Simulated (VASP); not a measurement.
Here is a VASP 6.6.1 calculation.

File INCAR:

```
SYSTEM = Ir
PREC = Accurate
ENCUT = 560
EDIFF = 1E-6
ISMEAR = -1
SIGMA = 0.1
LREAL = .FALSE.
LASPH = .TRUE.
NELM = 120
ALGO = Normal
ISIF = 2
LWAVE = .FALSE.
LCHARG = .FALSE.
GGA = PS
NBANDS = 14
GGA_COMPAT = .FALSE.
```

File KPOINTS:

```
regular mesh
0
G
  11 11 11
  0 0 0
```

The input POSCAR:

```
Ir
1.0
    0.0000000000      1.9164111019      1.9164111019
    1.9164111019      0.0000000000      1.9164111019
    1.9164111019      1.9164111019      0.0000000000
Ir
1
Direct
    0.0000000000      0.0000000000      0.0000000000
```

Potentials or basis: VASP PAW PBE potentials, release 64 (Ir_sv_GW).

Launch:

```console
$ cat potpaw_PBE.64/Ir_sv_GW/POTCAR > POTCAR
$ mpirun -np 1 vasp_std > vasp.out
```

(1) Estimate the pressure.

(2) Estimate the band gap on the k mesh.

## Answers

(1) -1.9 GPa.

(2) zero (an odd number of electrons rules out a gap without spin polarisation).

Caveat: the PAW data sets were made with another functional, which shifts forces and pressure a little; spin-orbit coupling is left out, which moves the levels of the heavy elements.
